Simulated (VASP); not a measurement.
The system is CoPdO2.

```
Pd Co O
1.0
     1.43169    0.82659    5.95777
    -1.43169    0.82659    5.95777
     0.00000   -1.65317    5.95777
Pd Co O
1 1 2
Direct
  0.00000 0.00000 0.00000
  0.50000 0.50000 0.50000
  0.11248 0.11248 0.11248
  0.88752 0.88752 0.88752
```

Base run:

```yaml
Program: VASP 6.6.1
Functional: PBE
Potentials_or_basis: VASP PAW PBE potentials, release 64 (Pd_sv_GW, Co_sv, O)
Cutoff: 700 eV
k_mesh: 9 × 9 × 9
Occupations: fermi-dirac, width 0.05 eV
Spin: collinear spin, ferromagnetic start
Starting_moments: "[0.0, 0.5, 0.0, 0.0] μB"
Fixed_moment: 0.5 μB
```

Its results: pressure 0.2 GPa; site moments Pd +0.23; Co +0.23; O +0.01 μB; largest force 0.251 eV/Å.

Question: The run is repeated on the same cell with these changes: fixed moment from 0.5 μB to 1.5 μB; moments at the start from [0.0, 0.5, 0.0, 0.0] to [0.0, 1.5, 0.0, 0.0]. What comes out?

Answer: Pressure 5.1 GPa; site moments Pd +0.34; Co +1.00; O +0.05 μB; largest force 0.062 eV/Å.

Caveats: the total moment is fixed, so each spin has its own Fermi level and the state may be an excited one; a cell with one magnetic atom can't hold antiferromagnetic order, which such compounds often take; the cell stands under pressure (at least some runs).
